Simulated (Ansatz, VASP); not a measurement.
SnO: VASP beside Ansatz

```
CELL_PARAMETERS angstrom
3.80200 -0.01901 -0.01901
-0.01901 3.80200 -0.01901
-0.02418 -0.02418 4.83600
ATOMIC_POSITIONS crystal
Sn 0.00000 0.50000 0.23850
Sn 0.50000 0.00000 0.76150
O 0.00000 0.00000 0.00000
O 0.50000 0.50000 0.00000
```

Change from the starting cell: equal xy, yz and zx shear strains of -1 %.

Alike in both runs: task single point; functional LDA; k mesh 6 × 6 × 5; occupations fermi-dirac, width 0.02 eV; no spin polarisation.

|  | VASP | Ansatz |
| --- | --- | --- |
| version | VASP 6.6.1 | Ansatz 0.2.0 |
| potentials or method | VASP PAW LDA potentials, release 64 (Sn_d, O), cutoff 520 eV | all-electron LAPW, scalar-relativistic |

|  | VASP | Ansatz | Ansatz less VASP |
| --- | --- | --- | --- |
| pressure (GPa) | -2.5 | -2.8 | -0.31 |
| traceless stress, the component that is largest in VASP (GPa) | 0.84 | 0.85 | +0.002 |
| rms of the force components (eV/Å) | 0.071 | 0.110 | +0.0394 |

LDA's correlation is that of Perdew and Zunger in VASP and of Perdew and Wang (1992) in Ansatz. Atom by atom the forces differ by 0.044 eV/Å (rms over components). Ansatz ran all-electron here, and VASP with PAW potentials.
